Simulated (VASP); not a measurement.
# YTl (P4mm) in VASP: notebook

YTl is run at these levels: LDA; tasks: single point.

All numbers are computed with VASP 6.6.1; they aren't measurements. Logs are shortened: lines on timing, memory, paths and dates and some standing lists are left out, and cuts for length are marked.

### 1 The cell of the first run

Symmetry: P4mm, No. 99, tetragonal system. The conventional cell has a = 3.751 Å, b = 3.751 Å, c = 3.751 Å, α = 90.00°, β = 90.00°, γ = 90.00°. Within 4.2 Å of Y (site symmetry 4mm) lie 8 Tl at 3.22 to 3.28 Å and 6 Y at 3.75 Å. Tl (site symmetry 4mm) has 8 Y at 3.22 to 3.28 Å and 6 Tl at 3.75 Å within 4.2 Å.

### 2 Single point, LDA

The input, INCAR:

```
PREC = Accurate
ENCUT = 520
EDIFF = 1E-6
ISMEAR = 0
SIGMA = 0.15
LREAL = F
LASPH = T
NELM = 100
ALGO = Normal
ISIF = 2
LWAVE = F
LCHARG = F
GGA = CA
NBANDS = 19
```

The input, KPOINTS:

```
regular mesh
0
Gamma
  12 12 12
```

The input, POSCAR:

```
YTl
1.0
    3.7510000000      0.0000000000      0.0000000000
    0.0000000000      3.7510000000      0.0000000000
    0.0000000000      0.0000000000      3.7510000000
Y Tl
1 1
Direct
    0.5000000000      0.5000000000      0.5000000000
    0.0133297787      0.0000000000      0.0000000000
```

Potentials or basis: VASP PAW LDA potentials, release 64 (Y_sv, Tl_d).

Launch:

```
$ cat potpaw_LDA.64/Y_sv/POTCAR potpaw_LDA.64/Tl_d/POTCAR > POTCAR
$ mpirun -np 1 vasp_std > vasp.out
```

OUTCAR:

```text
PREC = Accurate
   ENCUT = 520
   EDIFF = 1E-6
   ISMEAR = 0
   LREAL = F
   LASPH = T
   NELM = 100
   ISIF = 2
   GGA = CA

 ion  position               nearest neighbor table
   1  0.500  0.500  0.500-   2 3.22   2 3.22   2 3.22   2 3.22   2 3.28   2 3.28   2 3.28   2 3.28

   2  0.013  0.000  0.000-   1 3.22   1 3.22   1 3.22   1 3.22   1 3.28   1 3.28   1 3.28   1 3.28

  LATTYP: Found a simple cubic cell.
 ALAT       =     3.7510000000

  Lattice vectors:

 A1 = (   3.7510000000,   0.0000000000,   0.0000000000)
 A2 = (   0.0000000000,   3.7510000000,   0.0000000000)
 A3 = (   0.0000000000,   0.0000000000,   3.7510000000)

Analysis of symmetry for initial positions (statically):
=====================================================================
 Subroutine PRICEL returns:
 Original cell was already a primitive cell.

 Routine SETGRP: Setting up the symmetry group for a
 simple cubic supercell.

 Subroutine GETGRP returns: Found  8 space group operations
 (whereof  8 operations were pure point group operations)
 out of a pool of 48 trial point group operations.

The static configuration has the point symmetry C_4v.

Analysis of symmetry for dynamics (positions and initial velocities):
=====================================================================
 Subroutine PRICEL returns:
 Original cell was already a primitive cell.

 Routine SETGRP: Setting up the symmetry group for a
 simple cubic supercell.

 Subroutine GETGRP returns: Found  8 space group operations
 (whereof  8 operations were pure point group operations)
 out of a pool of 48 trial point group operations.

The dynamic configuration has the point symmetry C_4v.

 Subroutine INISYM returns: Found  8 space group operations
 (whereof  8 operations are pure point group operations),
 and found     1 'primitive' translations

----------------------------------------------------------------------------------------

                                     Primitive cell

  volume of cell :      52.7766

  direct lattice vectors                    reciprocal lattice vectors
     3.751000000  0.000000000  0.000000000     0.266595575  0.000000000  0.000000000
     0.000000000  3.751000000  0.000000000     0.000000000  0.266595575  0.000000000
     0.000000000  0.000000000  3.751000000     0.000000000  0.000000000  0.266595575

  length of vectors
     3.751000000  3.751000000  3.751000000     0.266595575  0.266595575  0.266595575

  position of ions in fractional coordinates (direct lattice)
     0.500000000  0.500000000  0.500000000
     0.013329779  0.000000000  0.000000000

  ion indices of the primitive-cell ions
   primitive index   ion index
                 1           1
                 2           2

----------------------------------------------------------------------------------------

 KPOINTS: regular mesh

Automatic generation of k-mesh.
 Grid dimensions read from file:
 generate k-points for:   12   12   12

 Generating k-lattice:

  Cartesian coordinates                     Fractional coordinates (reciprocal lattice)
     0.022216298  0.000000000  0.000000000     0.083333333  0.000000000  0.000000000
     0.000000000  0.022216298  0.000000000     0.000000000  0.083333333  0.000000000
     0.000000000  0.000000000  0.022216298     0.000000000  0.000000000  0.083333333

  Length of vectors
     0.022216298  0.022216298  0.022216298

  Shift w.r.t. Gamma in fractional coordinates (k-lattice)
     0.000000000  0.000000000  0.000000000

 Subroutine IBZKPT returns following result:
 ===========================================

 Found    196 irreducible k-points:

 Following reciprocal coordinates:
            Coordinates               Weight
  0.000000  0.000000  0.000000      1.000000
  0.083333  0.000000  0.000000      2.000000
  0.000000  0.083333  0.000000      4.000000
  0.166667  0.000000  0.000000      2.000000
  0.000000  0.166667  0.000000      4.000000
  0.250000  0.000000  0.000000      2.000000
[... 16 lines left out ...]
  0.000000  0.333333  0.083333      8.000000
  0.083333  0.000000  0.333333      8.000000
 [... further k-points ...]
   k-points           NKPTS =    196   k-points in BZ     NKDIM =    196   number of bands    NBANDS=     19
   number of dos      NEDOS =    301   number of ions     NIONS =      2
   total plane-waves  NPLWV =  21952
   dimension x,y,z NGX =    28 NGY =   28 NGZ =   28
   dimension x,y,z NGXF=    56 NGYF=   56 NGZF=   56
   ions per type =               1   1
   NGX,Y,Z   is equivalent  to a cutoff of  12.41, 12.41, 12.41 a.u.
   NGXF,Y,Z  is equivalent  to a cutoff of  24.82, 24.82, 24.82 a.u.
 SYSTEM =  unknown system
   PREC   = accura    normal or accurate (medium, high low for compatibility)
   ISTART =      0    job   : 0-new  1-cont  2-samecut
   ICHARG =      2    charge: 1-file 2-atom 10-const
   ISPIN  =      1    spin polarized calculation?
   LNONCOLLINEAR =      F non collinear calculations
   LSORBIT =      F    spin-orbit coupling
   LASPH  =      T    aspherical Exc in radial PAW
   ENCUT  =  520.0 eV  38.22 Ry    6.18 a.u.   6.97  6.97  6.97*2*pi/ulx,y,z
   NELM   =    100;   NELMIN=  2; NELMDL= -5     # of ELM steps
   EDIFF  = 0.1E-05   stopping-criterion for ELM
   LREAL  =      F    real-space projection
   EDIFFG = 0.1E-04   stopping-criterion for IOM
   NSW    =      0    number of steps for IOM
   IBRION =     -1    ionic relax: 0-MD 1-quasi-New 2-CG
   NFREE  =      0    steps in history (QN), initial steepest desc. (CG)
   ISIF   =      2    stress and relaxation
   ISYM   =      2    0-nonsym 1-usesym 2-fastsym
   POTIM  = 0.5000    time-step for ionic-motion
   TEBEG  =    0.0;   TEEND  =   0.0 temperature during run
   PSTRESS=    0.0 pullay stress
   NELECT =      24.0000    total number of electrons
   NUPDOWN=      -1.0000    fix difference up-down
   EMIN   =  10.00;   EMAX   =-10.00  energy-range for DOS
   EFERMI =   0.00;   METHOD = LEGACY
   ISMEAR =     0;   SIGMA  =   0.15  broadening in eV -4-tet -1-fermi 0-gaus
   EFERMI_NEDOS =   21; number of points for ismear=-14 and -15
   IALGO  =     38    algorithm
   IMIX   =      4    mixing-type and parameters
     AMIX     =   0.40;   BMIX     =  1.00
     AMIX_MAG =   1.60;   BMIX_MAG =  1.00
  volume/ion in A,a.u.               =      26.39       178.08
  Fermi-wavevector in a.u.,A,eV,Ry     =   1.258920  2.379014 21.563600  1.584880
  Thomas-Fermi vector in A             =   2.392506
   LORBIT       =      0    0 simple, 1 ext, 2 COOP (PROOUT), +10 PAW based schemes
   GGA     = CA    functional components
   LHFCALC =     F    Hartree Fock is set to
   AEXX    =    0.0000 exact exchange contribution
   IVDW    =     0    specifies the selected vdW correction
   LEPSILON=     F    determine dielectric tensor
   LRPA    =     F    only Hartree local field effects (RPA)
 non-spin polarized calculation
 Gauss-broadening in eV      SIGMA  =   0.15
  energy-cutoff  :      520.00
  volume of cell :       52.78
 maximum number of plane-waves:      1452
 NGX is ok and might be reduce to    28
   NGX = 13   NGY = 13   NGZ = 13

 number of electron      24.0000007 magnetization

 Free energy of the ion-electron system (eV)
  ---------------------------------------------------
  ext. energy  EPLUGINS =         0.00000000
  ---------------------------------------------------
  free energy    TOTEN  =       -10.88278625 eV

  energy without entropy =      -10.86570047  energy(sigma->0) =      -10.87424336

 E-fermi :   5.8991     XC(G=0): -10.7377

 val. band max:        5.8900741174   @ k =   0.4167   0.0000   0.0000
 cond. band min:       5.8991562044   @ k =   0.5000   0.0000   0.0000
 fundamental gap:      0.0090820870
 Fermi energy:         5.8991354548

 k-point     1 :       0.0000    0.0000    0.0000
  band No.  band energies     occupation
      1     -36.9056      2.00000
      2     -16.9453      2.00000
      3     -16.9453      2.00000
      4     -16.9452      2.00000
      5      -5.7991      2.00000
      6      -5.7985      2.00000
[... 11 lines left out ...]
     18       9.3910      0.00000
     19      11.4318      0.00000

 k-point     2 :       0.0833    0.0000    0.0000
  band No.  band energies     occupation
      1     -36.9047      2.00000
      2     -16.9611      2.00000
      3     -16.9443      2.00000
      4     -16.9443      2.00000
      5      -5.7962      2.00000
      6      -5.7794      2.00000
[... 11 lines left out ...]
     18      10.0491      0.00000
     19      12.0475      0.00000

 k-point     3 :       0.0000    0.0833    0.0000
  band No.  band energies     occupation
      1     -36.9047      2.00000
      2     -16.9612      2.00000
      3     -16.9443      2.00000
      4     -16.9442      2.00000
      5      -5.7958      2.00000
      6      -5.7798      2.00000
[... 11 lines left out ...]
     18      10.0528      0.00000
     19      12.0449      0.00000

 k-point     4 :       0.1667    0.0000    0.0000
  band No.  band energies     occupation
      1     -36.9022      2.00000
      2     -17.0043      2.00000
      3     -16.9415      2.00000
      4     -16.9415      2.00000
      5      -5.7883      2.00000
      6      -5.7275      2.00000
[... 11 lines left out ...]
     18      10.9379      0.00000
     19      13.0251      0.00000

 k-point     5 :       0.0000    0.1667    0.0000
  band No.  band energies     occupation
      1     -36.9022      2.00000
      2     -17.0044      2.00000
      3     -16.9416      2.00000
      4     -16.9415      2.00000
      5      -5.7879      2.00000
      6      -5.7279      2.00000
[... 11 lines left out ...]
     18      10.9422      0.00000
     19      13.0198      0.00000
[... 334 lines left out ...]
      2     -17.0609      2.00000
      3     -16.9525      2.00000
      4     -16.9365      2.00000
      5      -5.7640      2.00000
      6      -5.6501      2.00000
[... 11 lines left out ...]
     18      12.0616      0.00000
     19      14.3227      0.00000

 k-point    22 :       0.3333    0.0833    0.0000
  band No.  band energies     occupation
      1     -36.8946      2.00000
      2     -17.1175      2.00000
      3     -16.9484      2.00000
      4     -16.9326      2.00000
      5      -5.7539      2.00000
      6      -5.6093      2.00000
[... 11 lines left out ...]
     18      12.9987      0.00000
     19      14.0727      0.00000

 k-point    23 :       0.0000    0.3333    0.0833
  band No.  band energies     occupation
      1     -36.8946      2.00000
      2     -17.1177      2.00000
      3     -16.9484      2.00000
      4     -16.9325      2.00000
      5      -5.7537      2.00000
      6      -5.6101      2.00000
[... 11 lines left out ...]
     18      12.9855      0.00000
     19      14.0789      0.00000

 k-point    24 :       0.0833    0.0000    0.3333
  band No.  band energies     occupation
      1     -36.8946      2.00000
      2     -17.1177      2.00000
      3     -16.9483      2.00000
      4     -16.9326      2.00000
      5      -5.7537      2.00000
      6      -5.6095      2.00000
[... 11 lines left out ...]
     18      13.0051      0.00000
     19      14.0633      0.00000

 [... further k-points ...]

------------------------ aborting loop because EDIFF is reached ----------------------------------------

  FORCE on cell =-STRESS in cart. coord.  units (eV):
  Direction    XX          YY          ZZ          XY          YZ          ZX
  --------------------------------------------------------------------------------------
  -------------------------------------------------------------------------------------
  Total       -0.9380197     -0.9305572     -0.9305572      0.0000000      0.0000000      0.0000000
  in kB      -28.4761542    -28.2496098    -28.2496098      0.0000000      0.0000000      0.0000000
  external PRESSURE =     -28.3251246 kB  Pullay stress =       0.0000000 kB

 VOLUME and BASIS-vectors are now :
 -----------------------------------------------------------------------------
  energy-cutoff  :      520.00
  volume of cell :       52.78
      direct lattice vectors                 reciprocal lattice vectors
     3.751000000  0.000000000  0.000000000     0.266595575  0.000000000  0.000000000
     0.000000000  3.751000000  0.000000000     0.000000000  0.266595575  0.000000000
     0.000000000  0.000000000  3.751000000     0.000000000  0.000000000  0.266595575

 POSITION                                       TOTAL-FORCE (eV/Angst)
 -----------------------------------------------------------------------------------
      1.87550      1.87550      1.87550         0.101337      0.000000      0.000000
      0.05000      0.00000      0.00000        -0.101337      0.000000     -0.000000
 -----------------------------------------------------------------------------------
    total drift:                                0.000331      0.000000     -0.000001

  FREE ENERGIE OF THE ION-ELECTRON SYSTEM (eV)
  ---------------------------------------------------
  free  energy   TOTEN  =       -10.8827862458 eV

  energy  without entropy=      -10.8657004681  energy(sigma->0) =      -10.87424336
```

Run time: 3 min. Hardware: 1 thread of AMD EPYC 7R43 (Zen 3), shared host; peak memory 0.29 GiB.

What came out:

| Property | Result |
| --- | --- |
| Free energy | -10.8828 eV |
| Pressure | -2.8 GPa |
| Largest force | 0.101 eV/Å |
| Band gap on the k mesh | zero (band 12 reaches 6.05 eV, above the bottom of band 13 at 3.39 eV) |

Forces on the atoms (eV/Å):
```
Y    0.101  0.000  0.000
Tl  -0.101  0.000  0.000
```

Levels at points of the mesh, in eV from the Fermi level:
```tsv
k point	band 8	band 9	band 10	band 11	band 12	band 13	band 14	band 15	band 16	band 17
(0.00, 0.00, 0.00)	-11.46	-11.46	-9.03	-0.13	-0.13	3.08	3.08	3.11	3.48	3.49
(0.50, 0.00, 0.00)	-11.43	-11.42	-6.89	-4.13	0.00	0.58	0.58	3.36	4.46	7.18
(0.00, 0.50, 0.00)	-11.43	-11.42	-6.88	-4.13	0.00	0.58	0.58	3.37	4.46	7.17
(0.50, 0.50, 0.00)	-11.56	-11.23	-6.38	-1.41	-1.41	-0.09	2.35	2.36	4.17	4.56
(0.00, 0.50, 0.50)	-11.56	-11.23	-6.39	-1.41	-1.41	-0.10	2.36	2.36	4.16	4.56
(0.50, 0.50, 0.50)	-11.22	-11.22	-4.37	-2.51	-2.51	-2.50	4.34	4.34	4.34	4.69
```

Caveat: the cell differs from its parent crystal (all Tl atoms moved -0.050 Å, as atom 2 towards its neighbour atom 2 (Tl) at 3.751 Å); spin-orbit coupling is left out, which moves the levels of the heavy elements.

### 3 Single point, LDA

The input, INCAR:

```
SYSTEM = YTl
PREC = Accurate ; ENCUT = 520
EDIFF = 1E-6 ; ISMEAR = 0
SIGMA = 0.15 ; LREAL = .False.
LASPH = .True. ; NELM = 100
ALGO = Normal ; ISIF = 2
LWAVE = .False. ; LCHARG = .False.
NBANDS = 19
```

The input, KPOINTS:

```
regular mesh
0
Gamma
  12 12 12
  0 0 0
```

POSCAR, as its differences from that of step 2:

```diff
@@ -9,2 +9,2 @@
     0.5000000000      0.5000000000      0.5000000000
-    0.0133297787      0.0000000000      0.0000000000
+   -0.0199946681      0.0000000000      0.0000000000
```

Potentials or basis: VASP PAW LDA potentials, release 64 (Y_sv, Tl_d).

Launch:

```
$ cat potpaw_LDA.64/Y_sv/POTCAR potpaw_LDA.64/Tl_d/POTCAR > POTCAR
$ mpirun -np 1 vasp_std > vasp.out
```

It took 3.6 min on 1 thread of AMD EPYC 7R43 (Zen 3), shared host; peak memory 0.29 GiB.

The run converged. Its results:

```
Free energy            : -10.8796 eV
Pressure               : -2.8 GPa
Largest force          : 0.153 eV/Å
Band gap on the k mesh : zero (band 12 reaches 6.05 eV, above the bottom of band 13 at 3.41 eV)
```

Forces on the atoms (eV/Å):
```
Y   -0.153  0.000  0.000
Tl   0.153  0.000  0.000
```

Levels at points of the mesh, in eV from the Fermi level:
| k point | band 8 | band 9 | band 10 | band 11 | band 12 | band 13 | band 14 | band 15 | band 16 | band 17 |
| --- | --- | --- | --- | --- | --- | --- | --- | --- | --- | --- |
| (0.00, 0.00, 0.00) | -11.46 | -11.46 | -9.03 | -0.14 | -0.12 | 3.07 | 3.07 | 3.13 | 3.48 | 3.50 |
| (0.50, 0.00, 0.00) | -11.44 | -11.42 | -6.89 | -4.13 | 0.00 | 0.58 | 0.58 | 3.36 | 4.47 | 7.18 |
| (0.00, 0.50, 0.00) | -11.44 | -11.42 | -6.89 | -4.13 | 0.00 | 0.58 | 0.59 | 3.37 | 4.46 | 7.15 |
| (0.50, 0.50, 0.00) | -11.57 | -11.23 | -6.38 | -1.42 | -1.41 | -0.08 | 2.34 | 2.36 | 4.17 | 4.56 |
| (0.00, 0.50, 0.50) | -11.57 | -11.23 | -6.39 | -1.41 | -1.41 | -0.10 | 2.35 | 2.35 | 4.15 | 4.56 |
| (0.50, 0.50, 0.50) | -11.22 | -11.22 | -4.38 | -2.51 | -2.51 | -2.49 | 4.33 | 4.33 | 4.34 | 4.69 |

Caveat: the cell differs from its parent crystal (all Tl atoms moved +0.075 Å, as atom 2 towards its neighbour atom 2 (Tl) at 3.751 Å); spin-orbit coupling is left out, which moves the levels of the heavy elements.

(Continued in part 2 of 2.)
